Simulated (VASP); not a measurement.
# SiC (F-43m) in VASP: single point with LDA

Aim: the single point of SiC with LDA.

Program: VASP 6.6.1. These are calculated values, not measurements. Logs are shortened: lines on timing, memory, paths and dates and some standing lists are left out, and cuts for length are marked.

**The experiment to reproduce.**

“Insight into the structural, elastic and electronic properties of a new orthorhombic 6O-SiC polytype”, 2020, pmc:7200658 quotes, for a bulk crystal of SiC: band gap 2.4 eV (indirect).

The results are compared with them further down.

## 1. The cell of the first run

The structure is cubic, space group F-43m (No. 216). The conventional cell has a = 4.329 Å, b = 4.329 Å, c = 4.329 Å, α = 90.00°, β = 90.00°, γ = 90.00°. Within 2.5 Å of Si (site symmetry -43m) lie 4 C at 1.87 Å. Within 2.5 Å of C (site symmetry -43m) lie 4 Si at 1.87 Å.

## 2. Single point, LDA

Contents of INCAR:

```
SYSTEM = SiC
PREC = Accurate
ENCUT = 600
EDIFF = 1E-6
ISMEAR = 0
SIGMA = 0.01
LREAL = .FALSE.
LASPH = .TRUE.
NELM = 120
ALGO = Normal
ISIF = 2
LWAVE = .FALSE.
LCHARG = .FALSE.
GGA = CA
NBANDS = 11
GGA_COMPAT = .FALSE.
```

Contents of KPOINTS:

```
Automatic mesh
0
G
  10 10 10
  0 0 0
```

Contents of POSCAR:

```
SiC
1.0
    0.0000000000      2.1644840751      2.1644840751
    2.1644840751      0.0000000000      2.1644840751
    2.1644840751      2.1644840751      0.0000000000
Si C
1 1
Direct
    0.0000000000      0.0000000000      0.0000000000
    0.2500000000      0.2500000000      0.2500000000
```

Potentials or basis: VASP PAW LDA potentials, release 64 (Si, C).

Command:

```console
$ cat potpaw_LDA.64/Si/POTCAR potpaw_LDA.64/C/POTCAR > POTCAR
$ mpirun -np 1 vasp_std > vasp.out
```

OUTCAR:

```text
SYSTEM = SiC
   PREC = Accurate
   ENCUT = 600
   EDIFF = 1E-6
   ISMEAR = 0
   LREAL = .FALSE.
   LASPH = .TRUE.
   NELM = 120
   ISIF = 2
   GGA = CA

 ion  position               nearest neighbor table
   1  0.000  0.000  0.000-   2 1.87   2 1.87   2 1.87   2 1.87
   2  0.250  0.250  0.250-   1 1.87   1 1.87   1 1.87   1 1.87

  LATTYP: Found a face centered cubic cell.
 ALAT       =     4.3289681502

  Lattice vectors:

 A1 = (   0.0000000000,   2.1644840751,   2.1644840751)
 A2 = (   2.1644840751,   0.0000000000,   2.1644840751)
 A3 = (   2.1644840751,   2.1644840751,   0.0000000000)

Analysis of symmetry for initial positions (statically):
=====================================================================
 Subroutine PRICEL returns:
 Original cell was already a primitive cell.

 Routine SETGRP: Setting up the symmetry group for a
 face centered cubic supercell.

 Subroutine GETGRP returns: Found 24 space group operations
 (whereof 24 operations were pure point group operations)
 out of a pool of 48 trial point group operations.

The static configuration has the point symmetry T_d .

Analysis of symmetry for dynamics (positions and initial velocities):
=====================================================================
 Subroutine PRICEL returns:
 Original cell was already a primitive cell.

 Routine SETGRP: Setting up the symmetry group for a
 face centered cubic supercell.

 Subroutine GETGRP returns: Found 24 space group operations
 (whereof 24 operations were pure point group operations)
 out of a pool of 48 trial point group operations.

The dynamic configuration has the point symmetry T_d .

 Subroutine INISYM returns: Found 24 space group operations
 (whereof 24 operations are pure point group operations),
 and found     1 'primitive' translations

----------------------------------------------------------------------------------------

                                     Primitive cell

  volume of cell :      20.2812

  direct lattice vectors                    reciprocal lattice vectors
     0.000000000  2.164484075  2.164484075    -0.231001931  0.231001931  0.231001931
     2.164484075  0.000000000  2.164484075     0.231001931 -0.231001931  0.231001931
     2.164484075  2.164484075  0.000000000     0.231001931  0.231001931 -0.231001931

  length of vectors
     3.061042735  3.061042735  3.061042735     0.400107080  0.400107080  0.400107080

  position of ions in fractional coordinates (direct lattice)
     0.000000000  0.000000000  0.000000000
     0.250000000  0.250000000  0.250000000

  ion indices of the primitive-cell ions
   primitive index   ion index
                 1           1
                 2           2

----------------------------------------------------------------------------------------

 KPOINTS: Automatic mesh

Automatic generation of k-mesh.
 Grid dimensions read from file:
 generate k-points for:   10   10   10

 Generating k-lattice:

  Cartesian coordinates                     Fractional coordinates (reciprocal lattice)
    -0.023100193  0.023100193  0.023100193     0.100000000  0.000000000  0.000000000
     0.023100193 -0.023100193  0.023100193     0.000000000  0.100000000  0.000000000
     0.023100193  0.023100193 -0.023100193     0.000000000  0.000000000  0.100000000

  Length of vectors
     0.040010708  0.040010708  0.040010708

  Shift w.r.t. Gamma in fractional coordinates (k-lattice)
     0.000000000  0.000000000  0.000000000

 Subroutine IBZKPT returns following result:
 ===========================================

 Found     47 irreducible k-points:

 Following reciprocal coordinates:
            Coordinates               Weight
  0.000000  0.000000  0.000000      1.000000
  0.100000  0.000000  0.000000      8.000000
  0.200000  0.000000  0.000000      8.000000
  0.300000  0.000000  0.000000      8.000000
  0.400000  0.000000  0.000000      8.000000
  0.500000  0.000000  0.000000      4.000000
[... 16 lines left out ...]
  0.300000  0.300000  0.000000      6.000000
  0.400000  0.300000  0.000000     24.000000
 [... further k-points ...]
   k-points           NKPTS =     47   k-points in BZ     NKDIM =     47   number of bands    NBANDS=     11
   number of dos      NEDOS =    301   number of ions     NIONS =      2
   total plane-waves  NPLWV =  13824
   dimension x,y,z NGX =    24 NGY =   24 NGZ =   24
   dimension x,y,z NGXF=    48 NGYF=   48 NGZF=   48
   ions per type =               1   1
   NGX,Y,Z   is equivalent  to a cutoff of  13.03, 13.03, 13.03 a.u.
   NGXF,Y,Z  is equivalent  to a cutoff of  26.07, 26.07, 26.07 a.u.
 SYSTEM =  SiC
   PREC   = accura    normal or accurate (medium, high low for compatibility)
   ISTART =      0    job   : 0-new  1-cont  2-samecut
   ICHARG =      2    charge: 1-file 2-atom 10-const
   ISPIN  =      1    spin polarized calculation?
   LNONCOLLINEAR =      F non collinear calculations
   LSORBIT =      F    spin-orbit coupling
   LASPH  =      T    aspherical Exc in radial PAW
   ENCUT  =  600.0 eV  44.10 Ry    6.64 a.u.   6.11  6.11  6.11*2*pi/ulx,y,z
   NELM   =    120;   NELMIN=  2; NELMDL= -5     # of ELM steps
   EDIFF  = 0.1E-05   stopping-criterion for ELM
   LREAL  =      F    real-space projection
   EDIFFG = 0.1E-04   stopping-criterion for IOM
   NSW    =      0    number of steps for IOM
   IBRION =     -1    ionic relax: 0-MD 1-quasi-New 2-CG
   NFREE  =      0    steps in history (QN), initial steepest desc. (CG)
   ISIF   =      2    stress and relaxation
   ISYM   =      2    0-nonsym 1-usesym 2-fastsym
   POTIM  = 0.5000    time-step for ionic-motion
   TEBEG  =    0.0;   TEEND  =   0.0 temperature during run
   PSTRESS=    0.0 pullay stress
   NELECT =       8.0000    total number of electrons
   NUPDOWN=      -1.0000    fix difference up-down
   EMIN   =  10.00;   EMAX   =-10.00  energy-range for DOS
   EFERMI =   0.00;   METHOD = LEGACY
   ISMEAR =     0;   SIGMA  =   0.01  broadening in eV -4-tet -1-fermi 0-gaus
   EFERMI_NEDOS =   21; number of points for ismear=-14 and -15
   IALGO  =     38    algorithm
   IMIX   =      4    mixing-type and parameters
     AMIX     =   0.40;   BMIX     =  1.00
     AMIX_MAG =   1.60;   BMIX_MAG =  1.00
  volume/ion in A,a.u.               =      10.14        68.43
  Fermi-wavevector in a.u.,A,eV,Ry     =   1.200624  2.268851 19.612778  1.441499
  Thomas-Fermi vector in A             =   2.336455
   LORBIT       =      0    0 simple, 1 ext, 2 COOP (PROOUT), +10 PAW based schemes
   GGA     = CA    functional components
   LHFCALC =     F    Hartree Fock is set to
   AEXX    =    0.0000 exact exchange contribution
   IVDW    =     0    specifies the selected vdW correction
   LEPSILON=     F    determine dielectric tensor
   LRPA    =     F    only Hartree local field effects (RPA)
 non-spin polarized calculation
 Gauss-broadening in eV      SIGMA  =   0.01
  energy-cutoff  :      600.00
  volume of cell :       20.28
 maximum number of plane-waves:       700
   NGX = 13   NGY = 13   NGZ = 13

 number of electron       8.0000000 magnetization

 Free energy of the ion-electron system (eV)
  ---------------------------------------------------
  ext. energy  EPLUGINS =         0.00000000
  ---------------------------------------------------
  free energy    TOTEN  =       -16.64463006 eV

  energy without entropy =      -16.64463006  energy(sigma->0) =      -16.64463006

 E-fermi :   8.3870     XC(G=0): -11.6421

 val. band max:        8.2905448576   @ k =   0.0000   0.0000   0.0000
 cond. band min:       9.5783199166   @ k =   0.5000   0.5000   0.0000
 fundamental gap:      1.2877750590
 Fermi energy:         8.3869687977

 k-point     1 :       0.0000    0.0000    0.0000
  band No.  band energies     occupation
      1      -7.1826      2.00000
      2       8.2905      2.00000
      3       8.2905      2.00000
      4       8.2905      2.00000
      5      14.8188      0.00000
      6      15.6217      0.00000
      7      15.6217      0.00000
      8      15.6217      0.00000
      9      22.8675      0.00000
     10      22.8675      0.00000
     11      24.7746      0.00000

 k-point     2 :       0.1000    0.0000    0.0000
  band No.  band energies     occupation
      1      -6.9835      2.00000
      2       7.2895      2.00000
      3       8.1555      2.00000
      4       8.1555      2.00000
      5      14.9889      0.00000
      6      15.8667      0.00000
      7      15.8667      0.00000
      8      15.9595      0.00000
      9      21.8891      0.00000
     10      21.8891      0.00000
     11      24.5294      0.00000

 k-point     3 :       0.2000    0.0000    0.0000
  band No.  band energies     occupation
      1      -6.3942      2.00000
      2       5.1613      2.00000
      3       7.8461      2.00000
      4       7.8461      2.00000
      5      14.6293      0.00000
      6      16.2223      0.00000
      7      16.2223      0.00000
      8      17.1801      0.00000
      9      21.2112      0.00000
     10      21.2112      0.00000
     11      23.6642      0.00000

 k-point     4 :       0.3000    0.0000    0.0000
  band No.  band energies     occupation
      1      -5.4480      2.00000
      2       2.8194      2.00000
      3       7.5282      2.00000
      4       7.5282      2.00000
      5      14.2173      0.00000
      6      16.0666      0.00000
      7      16.0666      0.00000
      8      18.0920      0.00000
      9      22.0440      0.00000
     10      22.0440      0.00000
     11      23.4252      0.00000
[... 239 lines left out ...]
 k-point    22 :      -0.2000    0.2000    0.0000
  band No.  band energies     occupation
      1      -5.1312      2.00000
      2       3.4983      2.00000
      3       5.0159      2.00000
      4       7.6411      2.00000
      5      14.8545      0.00000
      6      16.4070      0.00000
      7      16.6834      0.00000
      8      17.5028      0.00000
      9      19.8250      0.00000
     10      23.7098      0.00000
     11      27.5525      0.00000

 k-point    23 :       0.3000    0.3000    0.0000
  band No.  band energies     occupation
      1      -4.8613      2.00000
      2       3.9794      2.00000
      3       5.8920      2.00000
      4       5.8920      2.00000
      5      11.4166      0.00000
      6      13.8634      0.00000
      7      19.8658      0.00000
      8      19.8658      0.00000
      9      20.8211      0.00000
     10      25.4664      0.00000
     11      30.0669      0.00000

 k-point    24 :       0.4000    0.3000    0.0000
  band No.  band energies     occupation
      1      -3.9671      2.00000
      2       2.7335      2.00000
      3       5.0849      2.00000
      4       5.6265      2.00000
      5      11.1094      0.00000
      6      13.8760      0.00000
      7      19.9892      0.00000
      8      20.2580      0.00000
      9      22.1106      0.00000
     10      26.4381      0.00000
     11      29.7130      0.00000

 [... further k-points ...]

------------------------ aborting loop because EDIFF is reached ----------------------------------------

  FORCE on cell =-STRESS in cart. coord.  units (eV):
  Direction    XX          YY          ZZ          XY          YZ          ZX
  --------------------------------------------------------------------------------------
  -------------------------------------------------------------------------------------
  Total        0.0331032      0.0331032      0.0331032     -0.0000000     -0.0000000     -0.0000000
  in kB        2.6150927      2.6150927      2.6150927     -0.0000000     -0.0000000     -0.0000000
  external PRESSURE =       2.6150927 kB  Pullay stress =       0.0000000 kB

 VOLUME and BASIS-vectors are now :
 -----------------------------------------------------------------------------
  energy-cutoff  :      600.00
  volume of cell :       20.28
      direct lattice vectors                 reciprocal lattice vectors
     0.000000000  2.164484075  2.164484075    -0.231001931  0.231001931  0.231001931
     2.164484075  0.000000000  2.164484075     0.231001931 -0.231001931  0.231001931
     2.164484075  2.164484075  0.000000000     0.231001931  0.231001931 -0.231001931

 POSITION                                       TOTAL-FORCE (eV/Angst)
 -----------------------------------------------------------------------------------
      0.00000      0.00000      0.00000         0.000000     -0.000000      0.000000
      1.08224      1.08224      1.08224        -0.000000      0.000000     -0.000000
 -----------------------------------------------------------------------------------
    total drift:                                0.000000      0.000000      0.000000

  FREE ENERGIE OF THE ION-ELECTRON SYSTEM (eV)
  ---------------------------------------------------
  free  energy   TOTEN  =       -16.6446300640 eV

  energy  without entropy=      -16.6446300640  energy(sigma->0) =      -16.64463006
```

It took 5.3 s on 1 thread of AMD EPYC 9R45 (Zen 5), shared host; peak memory 0.1 GiB.

Results:

| Property | Result |
| --- | --- |
| Free energy | -16.6446 eV |
| Pressure | 0.3 GPa |
| Band gap on the k mesh | 1.29 eV, indirect (least direct gap 4.52 eV) |

Levels at points of the mesh, in eV from the valence-band top:
| k point | band 2 | band 3 | band 4 | band 5 | band 6 | band 7 |
| --- | --- | --- | --- | --- | --- | --- |
| (0.00, 0.00, 0.00) | 0.00 | 0.00 | 0.00 | 6.53 | 7.33 | 7.33 |
| (0.50, 0.00, 0.00) | -8.67 | -1.06 | -1.06 | 5.57 | 7.21 | 7.21 |
| (0.50, 0.50, 0.00) | -7.88 | -3.23 | -3.23 | 1.29 | 4.26 | 14.06 |

## 3. Against experiment

Step 2. A measured gap of SiC is 2.4 eV (indirect; quoted in “Insight into the structural, elastic and electronic properties of a new orthorhombic 6O-SiC polytype”, 2020, pmc:7200658); the calculated 1.29 eV misses it by -1.11 eV. The value is that of LDA on a finite k mesh, which can miss the band edges, without temperature or zero-point motion. Semilocal functionals fall short of measured gaps as a rule.
